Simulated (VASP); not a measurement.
Here is a VASP 6.6.1 calculation.

File INCAR:

```
SYSTEM = Li
PREC = Accurate ; ENCUT = 600
EDIFF = 1E-6 ; ISMEAR = -1
SIGMA = 0.05 ; LREAL = .False.
LASPH = .True. ; NELM = 100
ALGO = Normal ; ISIF = 3
LWAVE = .False. ; LCHARG = .False.
GGA = RE ; IBRION = 2
NSW = 80 ; EDIFFG = -0.02
```

File KPOINTS:

```
regular mesh
0
Gamma
  11 11 11
  0 0 0
```

The input POSCAR:

```
Li
1.0
   -1.7546500000      1.7546500000      1.7546500000
    1.7546500000     -1.7546500000      1.7546500000
    1.7546500000      1.7546500000     -1.7546500000
Li
1
Direct
    0.0000000000      0.0000000000      0.0000000000
```

Potentials or basis: VASP PAW PBE potentials, release 64 (Li_sv).

Run with:

```console
$ cat potpaw_PBE.64/Li_sv/POTCAR > POTCAR
$ mpirun -np 1 vasp_std > vasp.out
```

(1) Estimate the relaxed cell.

(2) Estimate the relaxed volume.

Answers

(1) a = 3.006 Å, b = 3.006 Å, c = 3.006 Å, α = 109.47°, β = 109.47°, γ = 109.47°.

(2) 20.92 Å³/atom.

Caveat: the cutoff is under 1.25 times the usual one of these potentials, so pressure, stress and relaxed cells hold a basis-set (Pulay) error; the PAW data sets were made with another functional, which shifts forces and pressure a little.

The cell as given is a measured one (21.61 Å³/atom); revPBE puts the equilibrium volume -3.2 % from it, thermal expansion not counted.
